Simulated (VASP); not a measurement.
Runs of VASP 6.6.1 on SiC. The structure is that of space group F-43m (No. 216), or close to it. The cells are those of the table. 

```tsv
task	cell	k mesh	smearing	gap on the mesh (eV)	pressure (GPa)
single point	a = 3.075 Å, angles 60.0°, 2 atoms	10 × 10 × 10	gaussian 0.02 eV	1.35	-0.2
single point	a = 3.075 Å, angles 60.0°, 2 atoms	12 × 12 × 12	gaussian 0.02 eV	1.35	-0.2
single point	a = 3.083 Å, angles 60.0°, 2 atoms	8 × 8 × 8	gaussian 0.1 eV	(a)	-1.9
relaxation of cell and atoms	relaxed from a = 3.083 Å, angles 60.0°, 2 atoms	10 × 10 × 10	gaussian 0.02 eV	1.35	0.0
```

Alike in all rows: level PBE+D3(BJ); potentials or basis VASP PAW PBE potentials, release 64 (Si, C); no spin polarisation; cutoff (eV) 600.

Q: Fill in the values left out.

A: (a) 1.36.

A k mesh can miss the band edges.
